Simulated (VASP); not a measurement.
# WSe2 in VASP: notebook, part 2 of 2

VASP 6.6.1. The steps go on from the part before.

## (4) Single point, LDA (mode 4 (168.4 1/cm) frozen in, largest displacement +0.075 Å)

Contents of INCAR:

```
  ALGO = Normal
  EDIFF = 1E-7
  ENCUT = 520
  ISIF = 2
  ISMEAR = 0
  LASPH = T
  LCHARG = F
  LREAL = F
  LWAVE = F
  NBANDS = 20
  NELM = 60
  PREC = Accurate
  SIGMA = 0.05
```

Contents of KPOINTS:

```
k-points
0
Gamma
  12 12 2
```

Contents of POSCAR:

```
WSe2
1.0
    3.3179375931      0.0000000000      0.0000000000
   -1.6589687966      2.8734182438      0.0000000000
    0.0000000000      0.0000000000     16.6581424200
W Se
1 2
Direct
    0.0000000000      0.0000000000      0.0000000000
    0.3585452694      0.6851230848      0.0997865200
    0.3081213973      0.6482102485      0.9002134800
```

Potentials or basis: VASP PAW LDA potentials, release 64 (W_sv, Se).

Launch:

```bash
$ cat potpaw_LDA.64/W_sv/POTCAR potpaw_LDA.64/Se/POTCAR > POTCAR
$ mpirun -np 1 vasp_std > vasp.out
```

OUTCAR:

```text
EDIFF = 1E-7
   ENCUT = 520
   ISIF = 2
   ISMEAR = 0
   LASPH = T
   LREAL = F
   NELM = 60
   PREC = Accurate

 ion  position               nearest neighbor table
   1  0.000  0.000  0.000-   2 2.48   3 2.50   3 2.52   2 2.55   2 2.58   3 2.59
   2  0.359  0.685  0.100-   1 2.48   1 2.55   1 2.58
   3  0.308  0.648  0.900-   1 2.50   1 2.52   1 2.59

  LATTYP: Found a hexagonal cell.
 ALAT       =     3.3179375931
 C/A-ratio  =     5.0206316281

  Lattice vectors:

 A1 = (   3.3179375931,   0.0000000000,   0.0000000000)
 A2 = (  -1.6589687966,   2.8734182438,   0.0000000000)
 A3 = (   0.0000000000,   0.0000000000,  16.6581424200)

Analysis of symmetry for initial positions (statically):
=====================================================================
 Subroutine PRICEL returns:
 Original cell was already a primitive cell.

 Routine SETGRP: Setting up the symmetry group for a
 hexagonal supercell.

 Subroutine GETGRP returns: Found  1 space group operations
 (whereof  1 operations were pure point group operations)
 out of a pool of 24 trial point group operations.

The static configuration has the point symmetry C_1 .

Analysis of symmetry for dynamics (positions and initial velocities):
=====================================================================
 Subroutine PRICEL returns:
 Original cell was already a primitive cell.

 Routine SETGRP: Setting up the symmetry group for a
 hexagonal supercell.

 Subroutine GETGRP returns: Found  1 space group operations
 (whereof  1 operations were pure point group operations)
 out of a pool of 24 trial point group operations.

The dynamic configuration has the point symmetry C_1 .

 Subroutine INISYM returns: Found  1 space group operations
 (whereof  1 operations are pure point group operations),
 and found     1 'primitive' translations

----------------------------------------------------------------------------------------

                                     Primitive cell

  volume of cell :     158.8158

  direct lattice vectors                    reciprocal lattice vectors
     3.317937593  0.000000000  0.000000000     0.301392046  0.174008779  0.000000000
    -1.658968797  2.873418244  0.000000000     0.000000000  0.348017558  0.000000000
     0.000000000  0.000000000 16.658142420     0.000000000  0.000000000  0.060030703

  length of vectors
     3.317937593  3.317937593 16.658142420     0.348017558  0.348017558  0.060030703

  position of ions in fractional coordinates (direct lattice)
     0.000000000  0.000000000  0.000000000
     0.358545269  0.685123085  0.099786520
     0.308121397  0.648210248  0.900213480

  ion indices of the primitive-cell ions
   primitive index   ion index
                 1           1
                 2           2
                 3           3

----------------------------------------------------------------------------------------

 KPOINTS: k-points

Automatic generation of k-mesh.
 Grid dimensions read from file:
 generate k-points for:   12   12    2

 Generating k-lattice:

  Cartesian coordinates                     Fractional coordinates (reciprocal lattice)
     0.025116004  0.014500732  0.000000000     0.083333333  0.000000000  0.000000000
     0.000000000  0.029001463  0.000000000     0.000000000  0.083333333  0.000000000
     0.000000000  0.000000000  0.030015351     0.000000000  0.000000000  0.500000000

  Length of vectors
     0.029001463  0.029001463  0.030015351

  Shift w.r.t. Gamma in fractional coordinates (k-lattice)
     0.000000000  0.000000000  0.000000000

 Subroutine IBZKPT returns following result:
 ===========================================

 Found    148 irreducible k-points:

 Following reciprocal coordinates:
            Coordinates               Weight
  0.000000  0.000000  0.000000      1.000000
  0.083333  0.000000  0.000000      2.000000
  0.000000  0.083333  0.000000      2.000000
 -0.083333  0.083333  0.000000      2.000000
  0.166667  0.000000  0.000000      2.000000
  0.000000  0.166667  0.000000      2.000000
[... 16 lines left out ...]
  0.166667  0.083333  0.000000      2.000000
 -0.083333  0.250000  0.000000      2.000000
 [... further k-points ...]
   k-points           NKPTS =    148   k-points in BZ     NKDIM =    148   number of bands    NBANDS=     20
   number of dos      NEDOS =    301   number of ions     NIONS =      3
   total plane-waves  NPLWV =  98784
   dimension x,y,z NGX =    28 NGY =   28 NGZ =  126
   dimension x,y,z NGXF=    56 NGYF=   56 NGZF=  252
   ions per type =               1   2
   NGX,Y,Z   is equivalent  to a cutoff of  14.03, 14.03, 12.57 a.u.
   NGXF,Y,Z  is equivalent  to a cutoff of  28.06, 28.06, 25.15 a.u.
 SYSTEM =  unknown system
   PREC   = accura    normal or accurate (medium, high low for compatibility)
   ISTART =      0    job   : 0-new  1-cont  2-samecut
   ICHARG =      2    charge: 1-file 2-atom 10-const
   ISPIN  =      1    spin polarized calculation?
   LNONCOLLINEAR =      F non collinear calculations
   LSORBIT =      F    spin-orbit coupling
   LASPH  =      T    aspherical Exc in radial PAW
   ENCUT  =  520.0 eV  38.22 Ry    6.18 a.u.   6.17  6.17 30.97*2*pi/ulx,y,z
   NELM   =     60;   NELMIN=  2; NELMDL= -5     # of ELM steps
   EDIFF  = 0.1E-06   stopping-criterion for ELM
   LREAL  =      F    real-space projection
   EDIFFG = 0.1E-05   stopping-criterion for IOM
   NSW    =      0    number of steps for IOM
   IBRION =     -1    ionic relax: 0-MD 1-quasi-New 2-CG
   NFREE  =      0    steps in history (QN), initial steepest desc. (CG)
   ISIF   =      2    stress and relaxation
   ISYM   =      2    0-nonsym 1-usesym 2-fastsym
   POTIM  = 0.5000    time-step for ionic-motion
   TEBEG  =    0.0;   TEEND  =   0.0 temperature during run
   PSTRESS=    0.0 pullay stress
   NELECT =      26.0000    total number of electrons
   NUPDOWN=      -1.0000    fix difference up-down
   EMIN   =  10.00;   EMAX   =-10.00  energy-range for DOS
   EFERMI =   0.00;   METHOD = LEGACY
   ISMEAR =     0;   SIGMA  =   0.05  broadening in eV -4-tet -1-fermi 0-gaus
   EFERMI_NEDOS =   21; number of points for ismear=-14 and -15
   IALGO  =     38    algorithm
   IMIX   =      4    mixing-type and parameters
     AMIX     =   0.40;   BMIX     =  1.00
     AMIX_MAG =   1.60;   BMIX_MAG =  1.00
  volume/ion in A,a.u.               =      52.94       357.25
  Fermi-wavevector in a.u.,A,eV,Ry     =   0.895574  1.692389 10.912587  0.802053
  Thomas-Fermi vector in A             =   2.017923
   LORBIT       =      0    0 simple, 1 ext, 2 COOP (PROOUT), +10 PAW based schemes
   GGA     = CA    functional components
   LHFCALC =     F    Hartree Fock is set to
   AEXX    =    0.0000 exact exchange contribution
   IVDW    =     0    specifies the selected vdW correction
   LEPSILON=     F    determine dielectric tensor
   LRPA    =     F    only Hartree local field effects (RPA)
 non-spin polarized calculation
 Gauss-broadening in eV      SIGMA  =   0.05
  energy-cutoff  :      520.00
  volume of cell :      158.82
 maximum number of plane-waves:      4302
 NGX is ok and might be reduce to    28
   NGX = 13   NGY = 13   NGZ = 61

 number of electron      25.9999999 magnetization

 Free energy of the ion-electron system (eV)
  ---------------------------------------------------
  ext. energy  EPLUGINS =         0.00000000
  ---------------------------------------------------
  free energy    TOTEN  =       -24.03668976 eV

  energy without entropy =      -24.03668976  energy(sigma->0) =      -24.03668976

 E-fermi :  -0.6647     XC(G=0):  -4.8647

 val. band max:       -1.0738396168   @ k =   0.3333   0.3333   0.0000
 cond. band min:       0.4328627646   @ k =   0.3333   0.3333   0.5000
 fundamental gap:      1.5067023814
 Fermi energy:        -0.6647383153

 k-point     1 :       0.0000    0.0000    0.0000
  band No.  band energies     occupation
      1     -74.6589      2.00000
      2     -39.1513      2.00000
      3     -39.0386      2.00000
      4     -39.0370      2.00000
      5     -15.7810      2.00000
      6     -14.4972      2.00000
[... 12 lines left out ...]
     19       4.1020      0.00000
     20       4.2891      0.00000

 k-point     2 :       0.0833    0.0000    0.0000
  band No.  band energies     occupation
      1     -74.6582      2.00000
      2     -39.1485      2.00000
      3     -39.0533      2.00000
      4     -39.0406      2.00000
      5     -15.6796      2.00000
      6     -14.4481      2.00000
[... 498 lines left out ...]
 k-point    24 :      -0.0833    0.2500    0.0000
  band No.  band energies     occupation
      1     -74.6550      2.00000
      2     -39.1342      2.00000
      3     -39.1242      2.00000
      4     -39.0620      2.00000
      5     -15.1195      2.00000
      6     -14.1791      2.00000
[... 12 lines left out ...]
     19       4.9782      0.00000
     20       5.7665      0.00000

 [... further k-points ...]
[... 5 lines left out ...]
  --------------------------------------------------------------------------------------
  -------------------------------------------------------------------------------------
  Total       -2.0891515     -2.0893892     -0.9045170      0.0057552     -1.4653997     -1.4653914
  in kB      -21.0759370    -21.0783349     -9.1250167      0.0580599    -14.7833566    -14.7832732
  external PRESSURE =     -17.0930962 kB  Pullay stress =       0.0000000 kB

 VOLUME and BASIS-vectors are now :
 -----------------------------------------------------------------------------
  energy-cutoff  :      520.00
  volume of cell :      158.82
      direct lattice vectors                 reciprocal lattice vectors
     3.317937593  0.000000000  0.000000000     0.301392046  0.174008779  0.000000000
    -1.658968797  2.873418244  0.000000000     0.000000000  0.348017558  0.000000000
     0.000000000  0.000000000 16.658142420     0.000000000  0.000000000  0.060030703

 POSITION                                       TOTAL-FORCE (eV/Angst)
 -----------------------------------------------------------------------------------
      0.00000      0.00000      0.00000         0.075175      0.000086     -0.004557
      0.05303      1.96865      1.66226        -0.478379     -0.440865     -0.266222
     -0.05303      1.86258     14.99588         0.403204      0.440779      0.270779
 -----------------------------------------------------------------------------------
    total drift:                               -0.000012     -0.000227      0.000003

  FREE ENERGIE OF THE ION-ELECTRON SYSTEM (eV)
  ---------------------------------------------------
  free  energy   TOTEN  =       -24.0366897566 eV

  energy  without entropy=      -24.0366897566  energy(sigma->0) =      -24.03668976
```

It took 22 min on 1 thread of Oxide Virtual Turin-like, shared host; peak memory 0.54 GiB.

What came out:

* Free energy: -24.0367 eV
* Largest force: 0.703 eV/Å
* Band gap on the k mesh: 1.51 eV, direct

Forces in eV/Å, atoms in the order of the input:
```
W    0.075  0.000 -0.005
Se  -0.478 -0.441 -0.266
Se   0.403  0.441  0.271
```

Caveat: the cell differs from its parent crystal (mode 4 (168.4 1/cm) frozen in, largest displacement +0.075 Å); spin-orbit coupling is left out, which moves the levels of the heavy elements.
